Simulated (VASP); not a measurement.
Set up this calculation in VASP 6.6.1, as the native input.

| Item | Value |
| --- | --- |
| Task | single point |
| Functional | PBE-based screened hybrid with 100 % exact exchange |
| Potentials or basis | VASP PAW PBE potentials, release 64 (Mg, I) |
| Cutoff | 520 eV |
| k mesh | 6 × 6 × 2 |
| Occupations | gaussian, width 0.01 eV |
| Spin | no spin polarisation |
| Dipole correction | no |
| Grid for exact exchange (PRECFOCK) | Normal |
| Share of exact exchange | 1 |
| Further INCAR settings | ALGO = Normal; EDIFF = 1e-07; NBANDS = 15 |
| Screening parameter | 0.1 1/Å |

The system is MgI2.

```
Mg I
1.0
     4.15721    0.00000    0.00000
    -2.07861    3.60025    0.00000
     0.00000    0.00000    6.87333
Mg I
1 2
Direct
  0.00000 0.00000 0.00000
  0.33333 0.66667 0.24262
  0.66667 0.33333 0.75738
```

One way to write it, as run:

POSCAR

```
MgI2
1.0
    4.1572130612      0.0000000000      0.0000000000
   -2.0786065306      3.6002521199      0.0000000000
    0.0000000000      0.0000000000      6.8733253065
Mg I
1 2
Direct
    0.0000000000      0.0000000000      0.0000000000
    0.3333333333      0.6666666667      0.2426220900
    0.6666666667      0.3333333333      0.7573779100
```

INCAR.step1

```
SYSTEM = MgI2
  PREC = Accurate
  ENCUT = 520
  EDIFF = 1E-5
  ISMEAR = 0
  SIGMA = 0.01
  LREAL = .FALSE.
  LASPH = .TRUE.
  NELM = 100
  ALGO = Normal
  ISIF = 2
  LWAVE = .TRUE.
  GGA = PE
  NBANDS = 15
```

INCAR.step2

```
SYSTEM = MgI2
  PREC = Accurate
  ENCUT = 520
  EDIFF = 1E-7
  ISMEAR = 0
  SIGMA = 0.01
  LREAL = .FALSE.
  LASPH = .TRUE.
  NELM = 100
  ALGO = Normal
  ISIF = 2
  LWAVE = .FALSE.
  LCHARG = .TRUE.
  GGA = PE
  LHFCALC = .TRUE.
  AEXX = 1.0
  HFSCREEN = 0.1
  PRECFOCK = Normal
  LELF = .TRUE.
  LVHAR = .TRUE.
  ISTART = 1
  NBANDS = 15
  ALDAC = 1.0
  AGGAC = 1.0
```

KPOINTS

```
Automatic mesh
0
G
  6 6 2
  0 0 0
```

Potentials or basis: VASP PAW PBE potentials, release 64 (Mg, I).

Launch:

```bash
$ cat potpaw_PBE.64/Mg/POTCAR potpaw_PBE.64/I/POTCAR > POTCAR
$ cp INCAR.step1 INCAR
$ mpirun -np 1 vasp_std > vasp.out
$ cp INCAR.step2 INCAR
$ mpirun -np 1 vasp_std > vasp.out
```

It gave:

| Item | Value |
| --- | --- |
| Pressure | -2.2 GPa |
| Largest force | 0.491 eV/Å |
| Band gap on the k mesh | 8.98 eV (least direct gap 9.32 eV) |

Caveat: the k points lie up to 0.46 Å⁻¹ apart; the PAW data sets were made with another functional, which shifts forces and pressure a little; spin-orbit coupling is left out, which moves the levels of the heavy elements.

Wall time 36 min on 1 thread of AMD EPYC 7R43 64-Core Processor (Zen 3), with other jobs on the host, peak memory 0.32 GiB.
